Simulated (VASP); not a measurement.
Input of a VASP 6.6.1 run:

Contents of INCAR:

```
SYSTEM = WAu
ALGO = Normal
EDIFF = 1E-6
ENCUT = 520
GGA = RP
ISIF = 2
ISMEAR = -1
LASPH = .True.
LCHARG = .True.
LELF = .True.
LREAL = .False.
LVHAR = .True.
LWAVE = .False.
NBANDS = 20
NELM = 100
PREC = Accurate
SIGMA = 0.05
```

File KPOINTS:

```
k-points
0
Gamma
  8 8 8
  0 0 0
```

The input POSCAR:

```
WAu
1.0
    0.0000000000      2.9276251925      2.9276251925
    2.9276251925      0.0000000000      2.9276251925
    2.9276251925      2.9276251925      0.0000000000
W Au
1 1
Direct
    0.0000000000      0.0000000000      0.0000000000
    0.7500000000      0.7500000000      0.7500000000
```

Potentials or basis: VASP PAW PBE potentials, release 64 (W_sv, Au).

Command:

```sh
$ cat potpaw_PBE.64/W_sv/POTCAR potpaw_PBE.64/Au/POTCAR > POTCAR
$ mpirun -np 1 vasp_std > vasp.out
```

Question: What does it give for the pressure?

Answer: 0.0 GPa.

Caveat: the PAW data sets were made with another functional, which shifts forces and pressure a little.
